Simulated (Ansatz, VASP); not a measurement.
## Two plane-wave programs on SiC

INCAR

```
PREC     = Accurate       # precision mode
ENCUT    = 520            # plane-wave cutoff, eV
EDIFF    = 1E-7           # SCF threshold, eV
ISMEAR   = 0              # smearing method
SIGMA    = 0.05           # smearing width, eV
LREAL    = False          # projectors in reciprocal space
LASPH    = True           # aspherical terms in the spheres
NELM     = 80             # most SCF steps
ALGO     = Normal         # electronic algorithm
ISIF     = 2              # what is computed and relaxed
LWAVE    = False          # write WAVECAR
LCHARG   = True           # write CHGCAR
GGA      = PE             # functional
LELF     = True           # ELF
LVHAR    = True         
NBANDS   = 11             # bands
```

KPOINTS

```
regular mesh
0
Gamma
  18 18 18
```

File POSCAR:

```
SiC
1.0
    0.0000000000      2.0552292458      2.0552292458
    2.0552292458      0.0000000000      2.0552292458
    2.0552292458      2.0552292458      0.0000000000
C Si
1 1
Direct
    0.0000000000      0.0000000000      0.0000000000
    0.5000000000      0.5000000000      0.5000000000
```

Input for Ansatz:

```yaml
crystal:
  lattice:
    - [0.0, 2.0552292458, 2.0552292458]
    - [2.0552292458, 0.0, 2.0552292458]
    - [2.0552292458, 2.0552292458, 0.0]
  atoms:
    - { symbol: C, position: [0.0, 0.0, 0.0] }
    - { symbol: Si, position: [0.5, 0.5, 0.5] }
basis:
  ecutwfc: 420
  ecutrho_ratio: 4
kpoints:
  mp_grid: { grid: [18, 18, 18] }
hamiltonian:
  xc: pbe
scf:
  occupations: { method: gaussian, width: 0.05 }
output:
  forces: true
  stress: true
  eigenvalues: true
```

Alike in both runs: task single point; functional PBE; k mesh 18 × 18 × 18; occupations gaussian, width 0.05 eV; no spin polarisation.

|  | VASP | Ansatz |
| --- | --- | --- |
| version | VASP 6.6.1 | Ansatz 0.2.0 |
| potentials or method | VASP PAW PBE potentials, release 64 (C, Si), cutoff 520 eV | scalar-relativistic, plane waves, PAW |
| valence electrons in the cell | 8 | 8 |

VASP gave:

| Quantity | Value |
| --- | --- |
| gap on the k mesh at the Fermi level (eV) | none |
| pressure (GPa) | -8.8 |

Q: Estimate Ansatz's values.

A: gap on the k mesh at the Fermi level (eV): none; pressure (GPa): -9.0.

A gap of «none» marks a metal or a gap that the smearing closes. The functional is the same, so the differences come from potentials, cutoffs and numerics.
